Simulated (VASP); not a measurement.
# GaN (I-4m2) in VASP: a series of runs, part 2 of 2

VASP 6.6.1.

## (3) Single point, PBEsol (in-plane strain -0.01)

Input file INCAR:

```
SYSTEM = GaN
PREC = Accurate ; ENCUT = 520
EDIFF = 1E-7 ; ISMEAR = 0
SIGMA = 0.01 ; LREAL = .FALSE.
LASPH = .TRUE. ; NELM = 100
ALGO = Normal ; ISIF = 2
LWAVE = .FALSE. ; LCHARG = .FALSE.
GGA = PS ; NBANDS = 16
```

Input file KPOINTS:

```
regular mesh
0
G
  10 10 10
  0 0 0
```

Input file POSCAR:

```
GaN
1.0
    2.2266458991      2.2266458991      0.0000000000
   -2.2266458991      2.2266458991      0.0000000000
    0.0000000000      2.2266458991      2.2626320954
Ga N
1 1
Direct
    0.0000000000      0.0000000000      0.0000000000
    0.2500000000      0.7500000000      0.5000000000
```

Potentials or basis: VASP PAW PBE potentials, release 64 (Ga_d, N).

Command:

```console
> cat potpaw_PBE.64/Ga_d/POTCAR potpaw_PBE.64/N/POTCAR > POTCAR
> mpirun -np 1 vasp_std > vasp.out
```

OUTCAR:

```text
SYSTEM = GaN
   PREC = Accurate
   ENCUT = 520
   EDIFF = 1E-7
   ISMEAR = 0
   LREAL = .FALSE.
   LASPH = .TRUE.
   NELM = 100
   ISIF = 2
   GGA = PS

 ion  position               nearest neighbor table
   1  0.000  0.000  0.000-   2 1.94   2 1.94   2 1.94   2 1.94
   2  0.250  0.750  0.500-   1 1.94   1 1.94   1 1.94   1 1.94

  LATTYP: Found a body centered tetragonal cell.
 ALAT       =     3.1489528291
 C/A-ratio  =     1.4370695391

  Lattice vectors:

 A1 = (   2.2266458991,   0.0000000000,  -2.2626320954)
 A2 = (  -2.2266458991,   0.0000000000,  -2.2626320954)
 A3 = (   0.0000000000,   2.2266458991,   2.2626320954)

Analysis of symmetry for initial positions (statically):
=====================================================================
 Subroutine PRICEL returns:
 Original cell was already a primitive cell.

 Routine SETGRP: Setting up the symmetry group for a
 body centered tetragonal supercell.

 Subroutine GETGRP returns: Found  8 space group operations
 (whereof  8 operations were pure point group operations)
 out of a pool of 16 trial point group operations.

The static configuration has the point symmetry D_2d.

Analysis of symmetry for dynamics (positions and initial velocities):
=====================================================================
 Subroutine PRICEL returns:
 Original cell was already a primitive cell.

 Routine SETGRP: Setting up the symmetry group for a
 body centered tetragonal supercell.

 Subroutine GETGRP returns: Found  8 space group operations
 (whereof  8 operations were pure point group operations)
 out of a pool of 16 trial point group operations.

The dynamic configuration has the point symmetry D_2d.

 Subroutine INISYM returns: Found  8 space group operations
 (whereof  8 operations are pure point group operations),
 and found     1 'primitive' translations

----------------------------------------------------------------------------------------

[... 106 lines left out ...]
   EFERMI =   0.00;   METHOD = LEGACY
   ISMEAR =     0;   SIGMA  =   0.01  broadening in eV -4-tet -1-fermi 0-gaus
   EFERMI_NEDOS =   21; number of points for ismear=-14 and -15
   IALGO  =     38    algorithm
   IMIX   =      4    mixing-type and parameters
     AMIX     =   0.40;   BMIX     =  1.00
     AMIX_MAG =   1.60;   BMIX_MAG =  1.00
  volume/ion in A,a.u.               =      11.22        75.70
  Fermi-wavevector in a.u.,A,eV,Ry     =   1.521190  2.874633 31.484157  2.314020
  Thomas-Fermi vector in A             =   2.629939
   LORBIT       =      0    0 simple, 1 ext, 2 COOP (PROOUT), +10 PAW based schemes
   GGA     = PS    functional components
   LHFCALC =     F    Hartree Fock is set to
   AEXX    =    0.0000 exact exchange contribution
   IVDW    =     0    specifies the selected vdW correction
   LEPSILON=     F    determine dielectric tensor
   LRPA    =     F    only Hartree local field effects (RPA)
 non-spin polarized calculation
 Gauss-broadening in eV      SIGMA  =   0.01
  energy-cutoff  :      520.00
  volume of cell :       22.44
 maximum number of plane-waves:       616
   NGX = 11   NGY = 11   NGZ = 11

 number of electron      18.0000014 magnetization

 Free energy of the ion-electron system (eV)
  ---------------------------------------------------
  ext. energy  EPLUGINS =         0.00000000
  ---------------------------------------------------
  free energy    TOTEN  =       -13.11860197 eV

  energy without entropy =      -13.11860197  energy(sigma->0) =      -13.11860197

 E-fermi :   5.5648     XC(G=0): -12.0096

 val. band max:        5.3951964991   @ k =   0.0000   0.0000   0.0000
 cond. band min:       7.1788598060   @ k =   0.0000   0.0000   0.0000
 fundamental gap:      1.7836633069
 Fermi energy:         5.5647526534

 k-point     1 :       0.0000    0.0000    0.0000
  band No.  band energies     occupation
      1     -10.7364      2.00000
      2      -8.0660      2.00000
      3      -8.0480      2.00000
      4      -8.0480      2.00000
      5      -7.7091      2.00000
      6      -7.7075      2.00000
[... 433 lines left out ...]
      3      -7.8135      2.00000
      4      -7.7696      2.00000
      5      -7.6717      2.00000
      6      -5.9283      2.00000
[... 8 lines left out ...]
     15      25.1840      0.00000
     16      28.2181      0.00000

 [... further k-points ...]
[... 5 lines left out ...]
  --------------------------------------------------------------------------------------
  -------------------------------------------------------------------------------------
  Total        0.4411823      0.4411823      0.1535808      0.0000000      0.0000000      0.0000000
  in kB       31.5052157     31.5052157     10.9673408      0.0000000      0.0000000      0.0000000
  external PRESSURE =      24.6592574 kB  Pullay stress =       0.0000000 kB

 VOLUME and BASIS-vectors are now :
 -----------------------------------------------------------------------------
  energy-cutoff  :      520.00
  volume of cell :       22.44
      direct lattice vectors                 reciprocal lattice vectors
     2.226645899  2.226645899  0.000000000     0.224552993  0.224552993 -0.220981573
    -2.226645899  2.226645899  0.000000000    -0.224552993  0.224552993 -0.220981573
     0.000000000  2.226645899  2.262632095     0.000000000  0.000000000  0.441963146

 POSITION                                       TOTAL-FORCE (eV/Angst)
 -----------------------------------------------------------------------------------
      0.00000      0.00000      0.00000         0.000000     -0.000000      0.000000
     -1.11332      3.33997      1.13132        -0.000000      0.000000      0.000000
 -----------------------------------------------------------------------------------
    total drift:                                0.000002      0.000000      0.000000

  FREE ENERGIE OF THE ION-ELECTRON SYSTEM (eV)
  ---------------------------------------------------
  free  energy   TOTEN  =       -13.1186019671 eV

  energy  without entropy=      -13.1186019671  energy(sigma->0) =      -13.11860197
```

stdout:

```text
POSCAR found type information on POSCAR GaN
 POSCAR found :  2 types and       2 ions
 scaLAPACK will be used
 -----------------------------------------------------------------------------
|                                                                             |
|                                                                             |
|     You enforced a specific xc type in the INCAR file but a different       |
|     I HOPE YOU KNOW WHAT YOU ARE DOING!                                     |
|                                                                             |
 -----------------------------------------------------------------------------

 LDA part: xc-table for (Slater+PW92), standard interpolation
 POSCAR, INCAR and KPOINTS ok, starting setup
 FFT: planning ... GRIDC
 FFT: planning ... GRID_SOFT
 FFT: planning ... GRID
 WAVECAR not read
 entering main loop
```

Wall time 80 s (1 thread of AMD EPYC 7R13, shared host); peak memory 0.13 GiB.

What came out:

```
Free energy            : -13.1186 eV
Pressure               : 2.5 GPa
Band gap on the k mesh : 1.78 eV, direct
```

Stress tensor (GPa, compression positive):
```
3.15 0.00 0.00
0.00 3.15 0.00
0.00 0.00 1.10
```

Caveat: the cell differs from its parent crystal (in-plane strain -0.01); the PAW data sets were made with another functional, which shifts forces and pressure a little.

## (4) Single point, PBEsol (in-plane strain -0.005, then relaxed in part)

Input file INCAR:

```
SYSTEM = GaN
PREC = Accurate ; ENCUT = 520
EDIFF = 1E-6 ; ISMEAR = 0
SIGMA = 0.01 ; LREAL = .FALSE.
LASPH = .TRUE. ; NELM = 100
ALGO = Normal ; ISIF = 2
LWAVE = .FALSE. ; LCHARG = .TRUE.
GGA = PS ; LELF = .TRUE.
LVHAR = .TRUE. ; NBANDS = 16
```

Input file KPOINTS:

```
Automatic mesh
0
G
  10 10 10
  0 0 0
```

Input file POSCAR:

```
GaN
1.0
    2.2378915854      2.2378915854      0.0000000000
   -2.2378915854      2.2378915854      0.0000000000
    0.0000000000      2.2378915854      2.2609215657
Ga N
1 1
Direct
    0.0000000000      0.0000000000      0.0000000000
    0.2500000000      0.7500000000      0.5000000000
```

Command:

```console
> cat potpaw_PBE.64/Ga_d/POTCAR potpaw_PBE.64/N/POTCAR > POTCAR
> mpirun -np 1 vasp_std > vasp.out
```

Wall time 82 s (1 thread of AMD EPYC 7R13, shared host); peak memory 0.13 GiB.

It converged, with:

```yaml
Free_energy: -13.1217 eV
Pressure: 0.7 GPa
Band_gap_on_the_k_mesh: 1.73 eV, direct
```

Stress tensor (GPa, compression positive):
```
 1.10  0.00  0.00
 0.00  1.10  0.00
 0.00  0.00 -0.20
```

Levels at points of the mesh, in eV from the valence-band top:
| k point | band 5 | band 6 | band 7 | band 8 | band 9 | band 10 | band 11 | band 12 | band 13 | band 14 |
| --- | --- | --- | --- | --- | --- | --- | --- | --- | --- | --- |
| (0.00, 0.00, 0.00) | -13.09 | -13.09 | -0.05 | 0.00 | 0.00 | 1.73 | 10.24 | 10.24 | 10.27 | 17.51 |
| (0.50, 0.00, 0.00) | -13.04 | -11.84 | -7.20 | -1.05 | -0.97 | 4.62 | 8.67 | 10.23 | 10.38 | 15.51 |
| (0.50, 0.50, 0.00) | -13.01 | -11.40 | -6.20 | -2.82 | -2.81 | 3.19 | 6.55 | 11.68 | 13.83 | 14.08 |
| (0.00, 0.00, 0.50) | -13.02 | -11.45 | -6.32 | -2.73 | -2.73 | 3.26 | 6.72 | 11.54 | 14.01 | 14.01 |

Caveat: the cell differs from its parent crystal (in-plane strain -0.005, then relaxed in part); the PAW data sets were made with another functional, which shifts forces and pressure a little.

## (5) Single point, PBEsol (in-plane strain -0.005)

Input file INCAR:

```
SYSTEM = GaN
  PREC = Accurate
  ENCUT = 520
  EDIFF = 1E-6
  ISMEAR = 0
  SIGMA = 0.01
  LREAL = .FALSE.
  LASPH = .TRUE.
  NELM = 60
  ALGO = Normal
  ISIF = 2
  LWAVE = .FALSE.
  LCHARG = .FALSE.
  GGA = PS
  NBANDS = 16
```

KPOINTS is that of step 4.

Changes to POSCAR since step 4:

```diff
@@ -4,3 +4,3 @@
    -2.2378915854      2.2378915854      0.0000000000
-    0.0000000000      2.2378915854      2.2609215657
+    0.0000000000      2.2378915854      2.2558846836
 Ga N
```

Potentials or basis: VASP PAW PBE potentials, release 64 (Ga_d, N).

Command:

```console
> cat potpaw_PBE.64/Ga_d/POTCAR potpaw_PBE.64/N/POTCAR > POTCAR
> mpirun -np 1 vasp_std > vasp.out
```

OUTCAR:

```text
SYSTEM = GaN
   PREC = Accurate
   ENCUT = 520
   EDIFF = 1E-6
   ISMEAR = 0
   LREAL = .FALSE.
   LASPH = .TRUE.
   NELM = 60
   ISIF = 2
   GGA = PS

 ion  position               nearest neighbor table
   1  0.000  0.000  0.000-   2 1.94   2 1.94   2 1.94   2 1.94
   2  0.250  0.750  0.500-   1 1.94   1 1.94   1 1.94   1 1.94

  LATTYP: Found a body centered tetragonal cell.
 ALAT       =     3.1648566312
 C/A-ratio  =     1.4255841237

  Lattice vectors:

 A1 = (   2.2378915854,   0.0000000000,  -2.2558846836)
[... 626 lines left out ...]
      4      -7.8454      2.00000
      5      -7.7517      2.00000
      6      -6.0149      2.00000
[... 8 lines left out ...]
     15      25.0520      0.00000
     16      28.0272      0.00000

 [... further k-points ...]
[... 5 lines left out ...]
  --------------------------------------------------------------------------------------
  -------------------------------------------------------------------------------------
  Total        0.2024487      0.2024487      0.0598313      0.0000000      0.0000000      0.0000000
  in kB       14.3549147     14.3549147      4.2424203      0.0000000      0.0000000      0.0000000
  external PRESSURE =      10.9840833 kB  Pullay stress =       0.0000000 kB

 VOLUME and BASIS-vectors are now :
 -----------------------------------------------------------------------------
  energy-cutoff  :      520.00
  volume of cell :       22.60
      direct lattice vectors                 reciprocal lattice vectors
     2.237891585  2.237891585  0.000000000     0.223424586  0.223424586 -0.221642535
    -2.237891585  2.237891585  0.000000000    -0.223424586  0.223424586 -0.221642535
     0.000000000  2.237891585  2.255884684     0.000000000  0.000000000  0.443285070

 POSITION                                       TOTAL-FORCE (eV/Angst)
 -----------------------------------------------------------------------------------
      0.00000      0.00000      0.00000        -0.000000     -0.000000      0.000000
     -1.11895      3.35684      1.12794         0.000000      0.000000      0.000000
 -----------------------------------------------------------------------------------
    total drift:                                0.000002     -0.000000      0.000000

  FREE ENERGIE OF THE ION-ELECTRON SYSTEM (eV)
  ---------------------------------------------------
  free  energy   TOTEN  =       -13.1216137915 eV

  energy  without entropy=      -13.1216137915  energy(sigma->0) =      -13.12161379
```

OSZICAR:

```text
N       E                     dE             d eps       ncg     rms          rms(c)
DAV:   1     0.789856023574E+02    0.78986E+02   -0.93862E+03  3648   0.202E+03
DAV:   2    -0.930360563628E+01   -0.88289E+02   -0.81932E+02  3712   0.326E+02
DAV:   3    -0.148885022046E+02   -0.55849E+01   -0.55611E+01  3856   0.693E+01
DAV:   4    -0.149496331235E+02   -0.61131E-01   -0.61125E-01  4120   0.769E+00
DAV:   5    -0.149504190218E+02   -0.78590E-03   -0.78589E-03  4032   0.794E-01    0.725E+00
DAV:   6    -0.131522928686E+02    0.17981E+01   -0.42417E+00  4976   0.397E+01    0.265E+00
DAV:   7    -0.131415510692E+02    0.10742E-01   -0.27515E-01  3488   0.572E+00    0.171E+00
DAV:   8    -0.131249115788E+02    0.16639E-01   -0.51684E-02  4232   0.260E+00    0.700E-01
DAV:   9    -0.131215275085E+02    0.33841E-02   -0.11692E-02  4808   0.231E+00    0.173E-01
DAV:  10    -0.131216542756E+02   -0.12677E-03   -0.11914E-03  3928   0.462E-01    0.868E-02
DAV:  11    -0.131216119958E+02    0.42280E-04   -0.13563E-04  4984   0.179E-01    0.440E-03
DAV:  12    -0.131216138573E+02   -0.18615E-05   -0.12990E-05  3768   0.385E-02    0.382E-03
DAV:  13    -0.131216137915E+02    0.65862E-07   -0.30463E-07  2432   0.104E-02
   1 F= -.13121614E+02 E0= -.13121614E+02  d E =-.550394-124
```

stdout:

```text
POSCAR found type information on POSCAR GaN
 POSCAR found :  2 types and       2 ions
 scaLAPACK will be used
 -----------------------------------------------------------------------------
|                                                                             |
|                                                                             |
|     You enforced a specific xc type in the INCAR file but a different       |
|     I HOPE YOU KNOW WHAT YOU ARE DOING!                                     |
|                                                                             |
 -----------------------------------------------------------------------------

 LDA part: xc-table for (Slater+PW92), standard interpolation
 POSCAR, INCAR and KPOINTS ok, starting setup
 FFT: planning ... GRIDC
 FFT: planning ... GRID_SOFT
 FFT: planning ... GRID
 WAVECAR not read
 entering main loop
```

It took 75 s on 1 thread of AMD EPYC 7R13, shared host; peak memory 0.13 GiB.

Results:

* Free energy: -13.1216 eV
* Pressure: 1.1 GPa
* Band gap on the k mesh: 1.75 eV, direct

Stress tensor (GPa, compression positive):
```
1.44 0.00 0.00
0.00 1.44 0.00
0.00 0.00 0.42
```

Caveat: the cell differs from its parent crystal (in-plane strain -0.005); the PAW data sets were made with another functional, which shifts forces and pressure a little.

## (6) Single point, PBEsol (in-plane strain +0.005, then relaxed in part)

Input file INCAR:

```
ALGO = Normal ; EDIFF = 1E-7
ENCUT = 520 ; GGA = PS
ISIF = 2 ; ISMEAR = 0
LASPH = True ; LCHARG = True
LELF = True ; LREAL = False
LVHAR = True ; LWAVE = False
NBANDS = 16 ; NELM = 100
PREC = Accurate ; SIGMA = 0.01
```

Input file KPOINTS:

```
k-points
0
Gamma
  10 10 10
```

Input file POSCAR:

```
GaN
1.0
    2.2603829582      2.2603829582      0.0000000000
   -2.2603829582      2.2603829582      0.0000000000
    0.0000000000      2.2603829582      2.2367619308
Ga N
1 1
Direct
    0.0000000000      0.0000000000      0.0000000000
    0.2500000000      0.7500000000      0.5000000000
```

Potentials or basis: VASP PAW PBE potentials, release 64 (Ga_d, N).

Command:

```console
> cat potpaw_PBE.64/Ga_d/POTCAR potpaw_PBE.64/N/POTCAR > POTCAR
> mpirun -np 1 vasp_std > vasp.out
```

Run time: 64 s. Hardware: 1 thread of AMD EPYC 7R13, shared host; peak memory 0.13 GiB.

It converged, with:

| Property | Result |
| --- | --- |
| Free energy | -13.1215 eV |
| Pressure | -1.1 GPa |
| Band gap on the k mesh | 1.66 eV, direct |

Stress tensor (GPa, compression positive):
```
-1.50  0.00  0.00
 0.00 -1.50  0.00
 0.00  0.00 -0.22
```

Levels at points of the mesh, in eV from the valence-band top:
| k point | band 7 | band 8 | band 9 | band 10 | band 11 | band 12 |
| --- | --- | --- | --- | --- | --- | --- |
| (0.00, 0.00, 0.00) | -0.05 | -0.05 | 0.00 | 1.66 | 10.16 | 10.19 |
| (0.50, 0.00, 0.00) | -7.15 | -1.05 | -0.97 | 4.54 | 8.61 | 10.16 |
| (0.50, 0.50, 0.00) | -6.26 | -2.75 | -2.74 | 3.22 | 6.59 | 11.50 |
| (0.00, 0.00, 0.50) | -6.14 | -2.82 | -2.82 | 3.15 | 6.42 | 11.65 |

Caveat: the cell differs from its parent crystal (in-plane strain +0.005, then relaxed in part); the PAW data sets were made with another functional, which shifts forces and pressure a little.

## (7) The runs side by side

```csv
cell,gap on the mesh (eV),pressure (GPa)
"a = 3.149, b = 3.149, c = 3.182 Å, angles 60.3, 60.3, 90.0°, 2 atoms",1.75,1.6
"a = 3.149, b = 3.149, c = 3.175 Å, angles 60.3, 60.3, 90.0°, 2 atoms",1.78,2.5
"a = 3.165, b = 3.165, c = 3.181 Å, angles 60.2, 60.2, 90.0°, 2 atoms",1.73,0.7
"a = 3.165, b = 3.165, c = 3.178 Å, angles 60.1, 60.1, 90.0°, 2 atoms",1.75,1.1
"a = 3.197, b = 3.197, c = 3.180 Å, angles 59.8, 59.8, 90.0°, 2 atoms",1.66,-1.1
```

Alike in all rows: task single point; level PBEsol; potentials or basis VASP PAW PBE potentials, release 64 (Ga_d, N); no spin polarisation; k mesh 10 × 10 × 10; cutoff (eV) 520; smearing gaussian 0.01 eV.

Caveats: the PAW data sets were made with another functional, which shifts forces and pressure a little.

Absolute energies hang on the potentials; compare differences alone.
